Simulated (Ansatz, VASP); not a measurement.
Two plane-wave programs on Pd

```
CELL_PARAMETERS angstrom
0.00000 1.94562 1.94562
1.94562 0.00000 1.94562
1.94562 1.94562 0.00000
ATOMIC_POSITIONS crystal
Pd 0.00000 0.00000 0.00000
```

Alike in both runs: functional PBE; dispersion D3(BJ); k mesh 15 × 15 × 15; occupations fermi-dirac, width 0.1 eV; no spin polarisation.

Ansatz relaxed the structure, and its values are those at the end. VASP's run is a single point on that final structure, the one shown.

|  | VASP | Ansatz |
| --- | --- | --- |
| version | VASP 6.6.1 | Ansatz 0.2.0 |
| potentials or method | VASP PAW PBE potentials, release 64 (Pd), cutoff 520 eV | plane waves, PAW |
| valence electrons in the cell | 10 | 18 |

Ansatz gave:

```
pressure (GPa) : 0.0
```

Problem. Which values does VASP return?

Solution. Pressure (GPa): -0.3.

VASP's potentials hold 10 valence electrons a cell and Ansatz's 18, so a difference there can come from the potentials and not from the codes.
